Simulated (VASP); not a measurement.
PtSe: single point with PBE

The system is PtSe.

```xyz
2
Lattice="0.0000 2.6471 2.6471 2.6471 0.0000 2.6471 2.6471 2.6471 0.0000" Properties=species:S:1:pos:R:3 pbc="T T T"
Pt    0.0000    0.0000    0.0000
Se    2.6471    2.6471    2.6471
```

```yaml
Program: VASP 6.6.1
Task: single point
Functional: PBE
Potentials_or_basis: VASP PAW PBE potentials, release 64 (Pt, Se)
Cutoff: 520 eV
k_mesh: 6 × 6 × 6
Occupations: gaussian, width 0.1 eV
Spin: no spin polarisation
Dipole_correction: no
Further_INCAR_settings: ALGO = Normal; EDIFF = 1e-07; NBANDS = 15
```

The pressure is -0.1 GPa and the band gap on the k mesh is zero (band 8 reaches 10.32 eV, above the bottom of band 9 at 5.99 eV).

Levels at points of the mesh, in eV from the Fermi level:
```csv
k point,band 4,band 5,band 6,band 7,band 8,band 9,band 10,band 11,band 12,band 13
"(0.00, 0.00, 0.00)",-2.96,-2.94,-2.94,-1.32,-1.32,-1.32,1.44,9.96,11.58,11.58
"(0.50, 0.00, 0.00)",-5.25,-1.96,-1.96,-1.49,3.00,3.00,3.43,6.37,6.37,8.82
"(0.50, 0.50, 0.00)",-3.01,-3.01,-2.46,-1.62,-1.62,-1.08,0.22,8.60,11.55,13.34
```

Run time: 6.8 s on 1 thread of Intel(R) Xeon(R) Platinum 8488C (Sapphire Rapids), on a shared host, peak memory 0.15 GiB.

Caveat: spin-orbit coupling is left out, which moves the levels of the heavy elements.
